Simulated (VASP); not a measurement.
# HC19O in VASP: further runs, part 2 of 3

VASP 6.6.1. The steps go on from the part before.

## Step 4: Single point, PBEsol, collinear spin, zero start

File INCAR:

```
ALGO     = Normal         # electronic algorithm
EDIFF    = 1E-7           # SCF threshold, eV
ENCUT    = 520            # plane-wave cutoff, eV
GGA      = PS             # functional
ISIF     = 2              # what is computed and relaxed
ISMEAR   = -1             # smearing method
ISPIN    = 2              # spin polarisation
LASPH    = True           # aspherical terms in the spheres
LCHARG   = False          # write CHGCAR
LORBIT   = 11             # projections on sites
LREAL    = Auto         
LWAVE    = False          # write WAVECAR
MAGMOM   = 0 0 0 0 0 0 0 0 0 0 0 0 0 0 0 0 0 0 0 0 0 # initial moments
NBANDS   = 62             # bands
NELM     = 150            # most SCF steps
PREC     = Accurate       # precision mode
SIGMA    = 0.05           # smearing width, eV
```

File KPOINTS:

```
k-points
0
Gamma
  2 2 1
```

File POSCAR:

```
HC19O
1.0
    7.3980000000      0.0000000000      0.0000000000
   -3.6990000000      6.4068560000      0.0000000000
    0.0000000000      0.0000000000     11.0000000000
C H O
19 1 1
Direct
    0.0019434669      0.0182824462      0.0806515455
    0.2234321494      0.1283033363      0.0850708182
    0.0032882539      0.3522212767      0.0833788182
    0.2251901802      0.4638810362      0.0835214545
    0.0030857654      0.6856773431      0.0788056364
    0.2252311483      0.7962325047      0.0820438182
    0.3347615615      0.0173668645      0.0875370000
    0.5582557606      0.1303687799      0.0972842727
    0.3363310469      0.3527713125      0.0889438182
    0.5606263725      0.4653105985      0.0857430000
    0.3367492276      0.6857001312      0.0833483636
    0.5589259272      0.7971505837      0.0845269091
    0.6696674120      0.0190325801      0.0904248182
    0.8917670998      0.1300043266      0.0846084545
    0.6711461123      0.3539686236      0.0886998182
    0.8924118608      0.4635833863      0.0824950909
    0.6704095632      0.6864763310      0.0809872727
    0.8923566288      0.7965267208      0.0788252727
    0.3572339165      0.2673042753      0.2889084545
    0.4595744701      0.1900529683      0.2490985455
    0.2680171745      0.3076234272      0.3608545455
```

Potentials or basis: VASP PAW PBE potentials, release 64 (C, H, O).

Command:

```
$ cat potpaw_PBE.64/C/POTCAR potpaw_PBE.64/H/POTCAR potpaw_PBE.64/O/POTCAR > POTCAR
$ mpirun -np 1 vasp_std > vasp.out
```

OUTCAR:

```text
EDIFF = 1E-7
   ENCUT = 520
   GGA = PS
   ISIF = 2
   ISMEAR = -1
   ISPIN = 2
   LASPH = True
   LORBIT = 11
   LREAL = Auto
   NELM = 150
   PREC = Accurate

 ion  position               nearest neighbor table
   1  0.002  0.018  0.081-   2 1.42  18 1.42  14 1.42
   2  0.223  0.128  0.085-   1 1.42   7 1.42   9 1.44
   3  0.003  0.352  0.083-   4 1.42  14 1.42  16 1.42
   4  0.225  0.464  0.084-  11 1.42   3 1.42   9 1.43
   5  0.003  0.686  0.079-  18 1.42  16 1.42   6 1.42
   6  0.225  0.796  0.082-   7 1.42  11 1.42   5 1.42
[... 10 lines left out ...]
  17  0.670  0.686  0.081-  10 1.42  18 1.42  12 1.42
  18  0.892  0.797  0.079-   5 1.42   1 1.42  17 1.42
  19  0.357  0.267  0.289-  21 1.16  20 1.23
  20  0.460  0.190  0.249-  19 1.23
  21  0.268  0.308  0.361-  19 1.16

  LATTYP: Found a hexagonal cell.
 ALAT       =     7.3980000000
 C/A-ratio  =     1.4868883482

  Lattice vectors:

 A1 = (   7.3980000000,   0.0000000000,   0.0000000000)
 A2 = (  -3.6990000000,   6.4068560000,   0.0000000000)
 A3 = (   0.0000000000,   0.0000000000,  11.0000000000)

Analysis of symmetry for initial positions (statically):
=====================================================================
 Subroutine PRICEL returns:
 Original cell was already a primitive cell.

 Routine SETGRP: Setting up the symmetry group for a
 hexagonal supercell.

 Subroutine GETGRP returns: Found  1 space group operations
 (whereof  1 operations were pure point group operations)
 out of a pool of 24 trial point group operations.

The static configuration has the point symmetry C_1 .

Analysis of symmetry for dynamics (positions and initial velocities):
=====================================================================
 Subroutine PRICEL returns:
 Original cell was already a primitive cell.

 Routine SETGRP: Setting up the symmetry group for a
 hexagonal supercell.

 Subroutine GETGRP returns: Found  1 space group operations
 (whereof  1 operations were pure point group operations)
 out of a pool of 24 trial point group operations.

The dynamic configuration has the point symmetry C_1 .

Analysis of structural, dynamic, and magnetic symmetry:
=====================================================================
 Subroutine PRICEL returns:
 Original cell was already a primitive cell.

 Routine SETGRP: Setting up the symmetry group for a
 hexagonal supercell.

 Subroutine GETGRP returns: Found  1 space group operations
 (whereof  1 operations were pure point group operations)
 out of a pool of 24 trial point group operations.

The overall configuration has the point symmetry C_1 .

 Subroutine INISYM returns: Found  1 space group operations
 (whereof  1 operations are pure point group operations),
 and found     1 'primitive' translations

----------------------------------------------------------------------------------------

[... 114 lines left out ...]
   NFREE  =      0    steps in history (QN), initial steepest desc. (CG)
   ISIF   =      2    stress and relaxation
   ISYM   =      2    0-nonsym 1-usesym 2-fastsym
   POTIM  = 0.5000    time-step for ionic-motion
   TEBEG  =    0.0;   TEEND  =   0.0 temperature during run
   PSTRESS=    0.0 pullay stress
   NELECT =      83.0000    total number of electrons
   NUPDOWN=      -1.0000    fix difference up-down
   EMIN   =  10.00;   EMAX   =-10.00  energy-range for DOS
   EFERMI =   0.00;   METHOD = LEGACY
   ISMEAR =    -1;   SIGMA  =   0.05  broadening in eV -4-tet -1-fermi 0-gaus
   EFERMI_NEDOS =   21; number of points for ismear=-14 and -15
   IALGO  =     38    algorithm
   IMIX   =      4    mixing-type and parameters
     AMIX     =   0.40;   BMIX     =  1.00
     AMIX_MAG =   1.60;   BMIX_MAG =  1.00
  volume/ion in A,a.u.               =      24.83       167.54
  Fermi-wavevector in a.u.,A,eV,Ry     =   0.887259  1.676676 10.710884  0.787228
  Thomas-Fermi vector in A             =   2.008533
   LORBIT       =     11    0 simple, 1 ext, 2 COOP (PROOUT), +10 PAW based schemes
   GGA     = PS    functional components
   LHFCALC =     F    Hartree Fock is set to
   AEXX    =    0.0000 exact exchange contribution
   IVDW    =     0    specifies the selected vdW correction
   LEPSILON=     F    determine dielectric tensor
   LRPA    =     F    only Hartree local field effects (RPA)
 spin polarized calculation
  energy-cutoff  :      520.00
  volume of cell :      521.38
 maximum number of plane-waves:     14099
 NGX is ok and might be reduce to    56
   NGX = 27   NGY = 27   NGZ = 41

 number of electron      83.0000002 magnetization      -0.0000000

 number of electron      83.0000002 magnetization       0.0000000

 Free energy of the ion-electron system (eV)
  ---------------------------------------------------
  ext. energy  EPLUGINS =         0.00000000
  ---------------------------------------------------
  free energy    TOTEN  =      -190.47117153 eV

  energy without entropy =     -190.46902370  energy(sigma->0) =     -190.47009762

 E-fermi :  -0.7787     XC(G=0):  -4.4663

 val. band max:       -1.0347923851   @ k =   0.0000   0.0000   0.0000
 cond. band min:      -0.5112210059   @ k =   0.5000  -0.0000   0.0000
 fundamental gap:      0.5235713792
 Fermi energy:        -0.7787114527

 spin component 1

 k-point     1 :       0.0000    0.0000    0.0000
  band No.  band energies     occupation
      1     -26.2911      1.00000
      2     -20.5287      1.00000
      3     -18.1144      1.00000
      4     -17.9784      1.00000
      5     -17.9654      1.00000
      6     -17.8438      1.00000
[... 213 lines left out ...]
     52       4.1754      0.00000
     53       4.4558      0.00000
 Fermi energy:        -0.7787114527

 spin component 2

 k-point     1 :       0.0000    0.0000    0.0000
  band No.  band energies     occupation
      1     -26.2911      1.00000
      2     -20.5287      1.00000
      3     -18.1144      1.00000
      4     -17.9784      1.00000
      5     -17.9654      1.00000
      6     -17.8438      1.00000
[... 213 lines left out ...]
     52       4.1754      0.00000
     53       4.4558      0.00000
 [bands above 53 left out]

------------------------ aborting loop because EDIFF is reached ----------------------------------------

  FORCE on cell =-STRESS in cart. coord.  units (eV):
  Direction    XX          YY          ZZ          XY          YZ          ZX
  --------------------------------------------------------------------------------------
  -------------------------------------------------------------------------------------
  Total       -1.9993698     -0.1006525     -1.9236149      1.3907652     -0.1533973      0.9670426
  in kB       -6.1440074     -0.3093024     -5.9112147      4.2737826     -0.4713856      2.9716948
  external PRESSURE =      -4.1215082 kB  Pullay stress =       0.0000000 kB

 VOLUME and BASIS-vectors are now :
 -----------------------------------------------------------------------------
  energy-cutoff  :      520.00
  volume of cell :      521.38
      direct lattice vectors                 reciprocal lattice vectors
     7.398000000  0.000000000  0.000000000     0.135171668  0.078041398  0.000000000
    -3.699000000  6.406856000  0.000000000     0.000000000  0.156082796  0.000000000
     0.000000000  0.000000000 11.000000000     0.000000000  0.000000000  0.090909091

 POSITION                                       TOTAL-FORCE (eV/Angst)
 -----------------------------------------------------------------------------------
     -0.05325      0.11713      0.88717        -0.019764      0.000630      0.095693
      1.17836      0.82202      0.93578        -0.002848     -0.023110      0.131087
     -1.27854      2.25663      0.91717        -0.023133      0.007596      0.046099
     -0.04994      2.97202      0.91874        -0.031094      0.012571      0.062097
     -2.51349      4.39304      0.86686        -0.023653      0.003080      0.102986
     -1.27900      5.10135      0.90248        -0.009959     -0.000249      0.045817
[... 13 lines left out ...]
      2.69693      1.21764      2.74008        -1.269427      0.668945      0.865022
      0.84489      1.97090      3.96940         0.278220     -0.165006      0.214914
 -----------------------------------------------------------------------------------
    total drift:                                0.004039     -0.000291     -0.006880

  FREE ENERGIE OF THE ION-ELECTRON SYSTEM (eV)
  ---------------------------------------------------
  free  energy   TOTEN  =      -190.4711715304 eV

  energy  without entropy=     -190.4690237010  energy(sigma->0) =     -190.47009762

 total charge

# of ion       s       p       d       tot
------------------------------------------
    1        0.856   1.797   0.000   2.653
    2        0.859   1.776   0.000   2.635
    3        0.857   1.785   0.000   2.642
    4        0.856   1.794   0.000   2.650
    5        0.858   1.785   0.000   2.643
    6        0.856   1.794   0.000   2.650
[... 13 lines left out ...]
   20        0.469   0.039   0.000   0.508
   21        1.612   3.506   0.000   5.118
--------------------------------------------------
tot         18.433  37.237   0.000  55.670

 magnetization (x)

# of ion       s       p       d       tot
------------------------------------------
    1        0.000   0.000   0.000   0.000
    2       -0.000  -0.000   0.000  -0.000
    3        0.000   0.000   0.000   0.000
    4       -0.000  -0.000   0.000  -0.000
    5       -0.000  -0.000   0.000  -0.000
    6        0.000  -0.000   0.000   0.000
[... 13 lines left out ...]
   20        0.000  -0.000   0.000   0.000
   21       -0.000   0.000   0.000   0.000
--------------------------------------------------
tot         -0.000  -0.000   0.000  -0.000
```

It took 4.8 min on 1 thread of Intel Xeon 6975P-C (Granite Rapids), shared host; peak memory 0.83 GiB.

What came out:

- Free energy: -190.4712 eV
- Largest force: 2.067 eV/Å
- Net moment: 0.00 μB per cell
- Valence electrons inside the program's atomic spheres: C 2.65, 2.63, 2.64, 2.62, 2.50 (each value once); H 0.51; O 5.12

Forces on the atoms (eV/Å):
```
C   -0.020  0.001  0.096
C   -0.003 -0.023  0.131
C   -0.023  0.008  0.046
C   -0.031  0.013  0.062
C   -0.024  0.003  0.103
C   -0.010  0.000  0.046
C    0.087  0.011  0.012
C    0.099 -0.055 -0.584
C   -0.026  0.015  0.189
C    0.005 -0.002  0.125
C   -0.022 -0.006  0.033
C   -0.033 -0.027  0.065
C   -0.020 -0.002 -0.051
C   -0.001  0.018  0.079
C    0.012 -0.080  0.049
C   -0.013  0.006  0.089
C   -0.034 -0.002  0.089
C   -0.022  0.000  0.068
C    1.071 -0.380 -1.726
H   -1.269  0.669  0.865
O    0.278 -0.165  0.215
```

Caveat: the k points lie up to 0.49 Å⁻¹ apart; there is no dipole correction, which matters where the two faces differ; no moment was typed at the start, so none could form; the PAW data sets were made with another functional, which shifts forces and pressure a little.

[end of part 2 of 3]
